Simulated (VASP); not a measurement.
Write the native input for VASP 6.6.1 that does the following.

```
Task                   : single point
Functional             : PBE
Potentials or basis    : VASP PAW PBE potentials, release 64 (Mg, Cd, Te)
Cutoff                 : 520 eV
k mesh                 : 4 × 4 × 4
Occupations            : gaussian, width 0.1 eV
Spin                   : no spin polarisation
Dipole correction      : no
Further INCAR settings : ALGO = Normal; EDIFF = 1e-07; NBANDS = 41
```

The structure of Mg3Cd2Te5 lies in POSCAR:

```
Mg3Cd2Te5
1.0
    0.0000000000     -4.6403104000      0.0000000000
    4.6403104000      0.0000000000      0.0000000000
   -2.3201552000      2.3201552000     16.3320156000
Mg Cd Te
3 2 5
Direct
    0.7006930000      0.7006930000      0.4013860000
    0.2993070000      0.2993070000      0.5986140000
    0.5000000000      0.5000000000      0.0000000000
    0.8996390000      0.8996390000      0.7992780000
    0.1003610000      0.1003610000      0.2007220000
    0.3482910000      0.8482910000      0.6965820000
    0.9510080000      0.4510080000      0.9020160000
    0.5489920000      0.0489920000      0.0979840000
    0.1517090000      0.6517090000      0.3034180000
    0.7500000000      0.2500000000      0.5000000000
```

These files were run (other wordings do the same):

INCAR

```
SYSTEM = Mg3Cd2Te5
  PREC = Accurate
  ENCUT = 520
  EDIFF = 1E-7
  ISMEAR = 0
  SIGMA = 0.1
  LREAL = .FALSE.
  LASPH = .TRUE.
  NELM = 60
  ALGO = Normal
  ISIF = 2
  LWAVE = .FALSE.
  LCHARG = .FALSE.
  GGA = PE
  NBANDS = 41
```

KPOINTS

```
regular mesh
0
G
  4 4 4
  0 0 0
```

Potentials or basis: VASP PAW PBE potentials, release 64 (Mg, Cd, Te).

Run with:

```sh
$ cat potpaw_PBE.64/Mg/POTCAR potpaw_PBE.64/Cd/POTCAR potpaw_PBE.64/Te/POTCAR > POTCAR
$ mpirun -np 1 vasp_std > vasp.out
```

It gave:

```yaml
Pressure: 0.1 GPa
Largest_force: 0.029 eV/Å
Band_gap_on_the_k_mesh: 1.52 eV, direct
```

Caveat: spin-orbit coupling is left out, which moves the levels of the heavy elements.

Run time: 3 min on 1 thread of Intel(R) Xeon(R) Platinum 8488C (Sapphire Rapids) (shared host), peak memory 0.5 GiB.
